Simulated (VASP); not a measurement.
# TaN (P-6m2) in VASP: relaxation of cell and atoms with LDA

Aim: the relaxation of cell and atoms of TaN with LDA.

All numbers are computed with VASP 6.6.1; they aren't measurements. Logs are shortened: lines on timing, memory, paths and dates and some standing lists are left out, and cuts for length are marked.

## Step 1: The cell of the first run

The structure is hexagonal, space group P-6m2 (No. 187). Conventional cell: a = 2.950 Å, b = 2.950 Å, c = 2.898 Å, α = 90.00°, β = 90.00°, γ = 120.00°. Ta (site symmetry -6m2) has 6 N at 2.24 Å and 8 Ta at 2.90 to 2.95 Å within 3.0 Å. N (site symmetry -6m2) has 6 Ta at 2.24 Å and 8 N at 2.90 to 2.95 Å within 3.0 Å.

## Step 2: Relaxation of cell and atoms, LDA

INCAR

```
PREC     = Accurate       # precision mode
ENCUT    = 700            # plane-wave cutoff, eV
EDIFF    = 1E-7           # SCF threshold, eV
ISMEAR   = 0              # smearing method
SIGMA    = 0.1            # smearing width, eV
LREAL    = F              # projectors in reciprocal space
LASPH    = T              # aspherical terms in the spheres
NELM     = 120            # most SCF steps
ALGO     = Normal         # electronic algorithm
ISIF     = 3              # what is computed and relaxed
LWAVE    = F              # write WAVECAR
LCHARG   = F              # write CHGCAR
GGA      = CA             # functional
IBRION   = 2              # ionic algorithm
NSW      = 70             # ionic steps
EDIFFG   = -0.005         # ionic threshold
GGA_COMPAT= F            
NELMIN   = 4
```

KPOINTS

```
Automatic mesh
0
Gamma
  18 18 14
```

POSCAR

```
TaN
1.0
    2.9501846714      0.0000000000      0.0000000000
   -1.4750923357      2.5549348713      0.0000000000
    0.0000000000      0.0000000000      2.8977715837
Ta N
1 1
Direct
    0.3333333333      0.6666666667      0.5000000000
    0.0000000000      0.0000000000      0.0000000000
```

Potentials or basis: VASP PAW LDA potentials, release 64 (Ta_sv_GW, N).

The run is started by

```console
$ cat potpaw_LDA.64/Ta_sv_GW/POTCAR potpaw_LDA.64/N/POTCAR > POTCAR
$ mpirun -np 1 vasp_std > vasp.out
```

OUTCAR:

```text
PREC = Accurate
   ENCUT = 700
   EDIFF = 1E-7
   ISMEAR = 0
   LREAL = F
   LASPH = T
   NELM = 120
   ISIF = 3
   GGA = CA
   IBRION = 2
   NSW = 70
   EDIFFG = -0.005
   NELMIN = 4

 ion  position               nearest neighbor table
   1  0.333  0.667  0.500-   2 2.24   2 2.24   2 2.24   2 2.24   2 2.24   2 2.24
   2  0.000  0.000  0.000-   1 2.24   1 2.24   1 2.24   1 2.24   1 2.24   1 2.24

  LATTYP: Found a hexagonal cell.
 ALAT       =     2.9501846714
 C/A-ratio  =     0.9822339638

  Lattice vectors:

 A1 = (   2.9501846714,   0.0000000000,   0.0000000000)
 A2 = (  -1.4750923357,   2.5549348713,   0.0000000000)
 A3 = (   0.0000000000,   0.0000000000,   2.8977715837)

Analysis of symmetry for initial positions (statically):
=====================================================================
 Subroutine PRICEL returns:
 Original cell was already a primitive cell.

 Routine SETGRP: Setting up the symmetry group for a
 hexagonal supercell.

 Subroutine GETGRP returns: Found 12 space group operations
 (whereof 12 operations were pure point group operations)
 out of a pool of 24 trial point group operations.

The static configuration has the point symmetry D_3h.

Analysis of symmetry for dynamics (positions and initial velocities):
=====================================================================
 Subroutine PRICEL returns:
 Original cell was already a primitive cell.

 Routine SETGRP: Setting up the symmetry group for a
 hexagonal supercell.

 Subroutine GETGRP returns: Found 12 space group operations
 (whereof 12 operations were pure point group operations)
 out of a pool of 24 trial point group operations.

The dynamic configuration has the point symmetry D_3h.

 Subroutine INISYM returns: Found 12 space group operations
 (whereof 12 operations are pure point group operations),
 and found     1 'primitive' translations

----------------------------------------------------------------------------------------

                                     Primitive cell

  volume of cell :      21.8420

  direct lattice vectors                    reciprocal lattice vectors
     2.950184671  0.000000000  0.000000000     0.338961832  0.195699705  0.000000000
    -1.475092336  2.554934871  0.000000000     0.000000000  0.391399410  0.000000000
     0.000000000  0.000000000  2.897771584     0.000000000  0.000000000  0.345092762

  length of vectors
     2.950184671  2.950184671  2.897771584     0.391399410  0.391399410  0.345092762

  position of ions in fractional coordinates (direct lattice)
     0.333333333  0.666666667  0.500000000
     0.000000000  0.000000000  0.000000000

  ion indices of the primitive-cell ions
   primitive index   ion index
                 1           1
                 2           2

----------------------------------------------------------------------------------------

 KPOINTS: Automatic mesh

Automatic generation of k-mesh.
 Grid dimensions read from file:
 generate k-points for:   18   18   14

 Generating k-lattice:

  Cartesian coordinates                     Fractional coordinates (reciprocal lattice)
     0.018831213  0.010872206  0.000000000     0.055555556  0.000000000  0.000000000
     0.000000000  0.021744412  0.000000000     0.000000000  0.055555556  0.000000000
     0.000000000  0.000000000  0.024649483     0.000000000  0.000000000  0.071428571

  Length of vectors
     0.021744412  0.021744412  0.024649483

  Shift w.r.t. Gamma in fractional coordinates (k-lattice)
     0.000000000  0.000000000  0.000000000

 Subroutine IBZKPT returns following result:
 ===========================================

 Found    296 irreducible k-points:

 Following reciprocal coordinates:
            Coordinates               Weight
  0.000000  0.000000  0.000000      1.000000
  0.055556  0.000000  0.000000      6.000000
  0.111111  0.000000  0.000000      6.000000
  0.166667 -0.000000  0.000000      6.000000
  0.222222  0.000000  0.000000      6.000000
  0.277778  0.000000  0.000000      6.000000
[... 16 lines left out ...]
  0.333333  0.111111  0.000000     12.000000
  0.388889  0.111111  0.000000     12.000000
 [... further k-points ...]
   k-points           NKPTS =    296   k-points in BZ     NKDIM =    296   number of bands    NBANDS=     13
   number of dos      NEDOS =    301   number of ions     NIONS =      2
   total plane-waves  NPLWV =  21952
   dimension x,y,z NGX =    28 NGY =   28 NGZ =   28
   dimension x,y,z NGXF=    56 NGYF=   56 NGZF=   56
   ions per type =               1   1
   NGX,Y,Z   is equivalent  to a cutoff of  15.78, 15.78, 16.06 a.u.
   NGXF,Y,Z  is equivalent  to a cutoff of  31.56, 31.56, 32.13 a.u.
 SYSTEM =  unknown system
   PREC   = accura    normal or accurate (medium, high low for compatibility)
   ISTART =      0    job   : 0-new  1-cont  2-samecut
   ICHARG =      2    charge: 1-file 2-atom 10-const
   ISPIN  =      1    spin polarized calculation?
   LNONCOLLINEAR =      F non collinear calculations
   LSORBIT =      F    spin-orbit coupling
   LASPH  =      T    aspherical Exc in radial PAW
   ENCUT  =  700.0 eV  51.45 Ry    7.17 a.u.   6.36  6.36  6.25*2*pi/ulx,y,z
   NELM   =    120;   NELMIN=  4; NELMDL= -5     # of ELM steps
   EDIFF  = 0.1E-06   stopping-criterion for ELM
   LREAL  =      F    real-space projection
   EDIFFG = -.5E-02   stopping-criterion for IOM
   NSW    =     70    number of steps for IOM
   IBRION =      2    ionic relax: 0-MD 1-quasi-New 2-CG
   NFREE  =      1    steps in history (QN), initial steepest desc. (CG)
   ISIF   =      3    stress and relaxation
   ISYM   =      2    0-nonsym 1-usesym 2-fastsym
   POTIM  = 0.5000    time-step for ionic-motion
   TEBEG  =    0.0;   TEEND  =   0.0 temperature during run
   PSTRESS=    0.0 pullay stress
   NELECT =      18.0000    total number of electrons
   NUPDOWN=      -1.0000    fix difference up-down
   EMIN   =  10.00;   EMAX   =-10.00  energy-range for DOS
   EFERMI =   0.00;   METHOD = LEGACY
   ISMEAR =     0;   SIGMA  =   0.10  broadening in eV -4-tet -1-fermi 0-gaus
   EFERMI_NEDOS =   21; number of points for ismear=-14 and -15
   IALGO  =     38    algorithm
   IMIX   =      4    mixing-type and parameters
     AMIX     =   0.40;   BMIX     =  1.00
     AMIX_MAG =   1.60;   BMIX_MAG =  1.00
  volume/ion in A,a.u.               =      10.92        73.70
  Fermi-wavevector in a.u.,A,eV,Ry     =   1.534857  2.900459 32.052417  2.355786
  Thomas-Fermi vector in A             =   2.641727
   LORBIT       =      0    0 simple, 1 ext, 2 COOP (PROOUT), +10 PAW based schemes
   GGA     = CA    functional components
   LHFCALC =     F    Hartree Fock is set to
   AEXX    =    0.0000 exact exchange contribution
   IVDW    =     0    specifies the selected vdW correction
   LEPSILON=     F    determine dielectric tensor
   LRPA    =     F    only Hartree local field effects (RPA)
 conjugate gradient relaxation of ions
 non-spin polarized calculation
 Gauss-broadening in eV      SIGMA  =   0.10
  energy-cutoff  :      700.00
  volume of cell :       21.84
 maximum number of plane-waves:       936
 NGX is ok and might be reduce to    28
   NGX = 13   NGY = 13   NGZ = 13

--------------------------------------- Ionic step        1  -------------------------------------------

 number of electron      18.0000000 magnetization

 Free energy of the ion-electron system (eV)
  ---------------------------------------------------
  ext. energy  EPLUGINS =         0.00000000
  ---------------------------------------------------
  free energy    TOTEN  =       -27.18770036 eV

  energy without entropy =      -27.18743346  energy(sigma->0) =      -27.18756691

------------------------ aborting loop because EDIFF is reached ----------------------------------------

  FORCE on cell =-STRESS in cart. coord.  units (eV):
  Direction    XX          YY          ZZ          XY          YZ          ZX
  --------------------------------------------------------------------------------------
  -------------------------------------------------------------------------------------
  Total       -1.9256680     -1.9256680     -2.2687940      0.0000000     -0.0000000      0.0000000
  in kB     -141.2533705   -141.2533705   -166.4226607      0.0000000     -0.0000000      0.0000000
  external PRESSURE =    -149.6431339 kB  Pullay stress =       0.0000000 kB
[... 273 lines left out ...]
  energy  without entropy=      -27.2319316695  energy(sigma->0) =      -27.23206056

--------------------------------------- Ionic step        9  -------------------------------------------

 number of electron      17.9999999 magnetization

 Free energy of the ion-electron system (eV)
  ---------------------------------------------------
  ext. energy  EPLUGINS =         0.00000000
  ---------------------------------------------------
  free energy    TOTEN  =       -27.23219573 eV

  energy without entropy =      -27.23193772  energy(sigma->0) =      -27.23206673

 E-fermi :  12.5229     XC(G=0): -14.1458

 val. band max:       12.4789768250   @ k =   0.0000   0.0000   0.4286
 cond. band min:      12.5544305561   @ k =   0.0556   0.0000   0.5000
 fundamental gap:      0.0754537311
 Fermi energy:        12.5229179032

 k-point     1 :       0.0000    0.0000    0.0000
  band No.  band energies     occupation
      1     -55.4630      2.00000
      2     -21.9748      2.00000
      3     -21.7001      2.00000
      4     -21.7001      2.00000
      5      -5.1721      2.00000
      6       7.8879      2.00000
      7       7.8879      2.00000
      8       8.2368      2.00000
      9       9.6556      2.00000
     10      15.1334      0.00000
     11      16.2728      0.00000
     12      16.2728      0.00000
     13      16.6731      0.00000
[... 353 lines left out ...]
 k-point    24 :       0.3889    0.1111    0.0000
  band No.  band energies     occupation
      1     -55.3733      2.00000
      2     -22.7944      2.00000
      3     -22.0430      2.00000
      4     -21.8107      2.00000
      5      -2.7132      2.00000
      6       4.3730      2.00000
      7       7.3015      2.00000
      8       8.2570      2.00000
      9      10.2313      2.00000
     10      14.9022      0.00000
     11      15.7439      0.00000
     12      17.3251      0.00000
     13      18.7815      0.00000

 [... further k-points ...]

------------------------ aborting loop because EDIFF is reached ----------------------------------------

  FORCE on cell =-STRESS in cart. coord.  units (eV):
  Direction    XX          YY          ZZ          XY          YZ          ZX
  --------------------------------------------------------------------------------------
  -------------------------------------------------------------------------------------
  Total        0.0011228      0.0011228     -0.0005271      0.0000000      0.0000000      0.0000000
  in kB        0.0859612      0.0859612     -0.0403505      0.0000000      0.0000000      0.0000000
  external PRESSURE =       0.0438573 kB  Pullay stress =       0.0000000 kB
[... 17 lines left out ...]
  FREE ENERGIE OF THE ION-ELECTRON SYSTEM (eV)
  ---------------------------------------------------
  free  energy   TOTEN  =       -27.2321957294 eV

  energy  without entropy=      -27.2319377223  energy(sigma->0) =      -27.23206673

 reached required accuracy - stopping structural energy minimisation
```

Run time: 6.7 min. Hardware: 1 thread of Intel Xeon 6975P-C (Granite Rapids), shared host; peak memory 0.31 GiB.

What came out:

* Free energy: -27.2322 eV
* Relaxed volume: 10.46 Å³/atom
* Relaxed cell: a = 2.910 Å, b = 2.910 Å, c = 2.855 Å, α = 90.00°, β = 90.00°, γ = 120.00°
* Space group after relaxing (to 0.1 Å): P-6m2 (No. 187)
* Energy gained by relaxing: 22.2 meV/atom
* Ionic steps: 9
* Pressure after relaxing: 0.0 GPa
* Band gap on the k mesh: zero (bands 9 and 10 overlap by 0.37 eV)

The path:
```csv
step,energy change (eV),largest force (eV/Å),pressure (GPa),volume (Å³)
1,0.0000,0.0000,-14.96,21.84
2,0.2823,0.0000,52.88,18.77
3,-0.0444,0.0000,-0.74,20.97
4,-0.0444,0.0000,-0.13,20.94
5,-0.0444,0.0000,0.21,20.92
6,-0.0444,0.0000,-0.51,20.95
7,-0.0445,0.0000,-0.12,20.93
8,-0.0445,0.0000,0.15,20.92
9,-0.0445,0.0000,0.00,20.93
```

Final structure:
```xyz
2
Lattice="2.9095 0.0000 0.0000 -1.4548 2.5197 0.0000 0.0000 0.0000 2.8546" Properties=species:S:1:pos:R:3 pbc="T T T"
Ta    0.0000    1.6798    1.4273
N     0.0000    0.0000    0.0000
```

Levels at points of the mesh, in eV from the Fermi level:
| k point | band 6 | band 7 | band 8 | band 9 | band 10 | band 11 | band 12 | band 13 |
| --- | --- | --- | --- | --- | --- | --- | --- | --- |
| (0.00, 0.00, 0.00) | -4.64 | -4.64 | -4.29 | -2.87 | 2.61 | 3.75 | 3.75 | 4.15 |
| (0.50, 0.00, 0.00) | -8.35 | -5.29 | -3.55 | -3.14 | 3.11 | 4.24 | 5.38 | 5.53 |
| (0.00, 0.00, 0.50) | -9.43 | -3.79 | -3.79 | -0.08 | -0.08 | 2.55 | 3.39 | 3.39 |
| (0.50, 0.00, 0.50) | -7.42 | -6.19 | -5.81 | -0.17 | 4.44 | 5.60 | 6.37 | 7.36 |

Caveat: spin-orbit coupling is left out, which moves the levels of the heavy elements. LDA usually gives volumes a few per cent too small.

The gap in the log of VASP goes by the Fermi energy; the results here count the filled bands.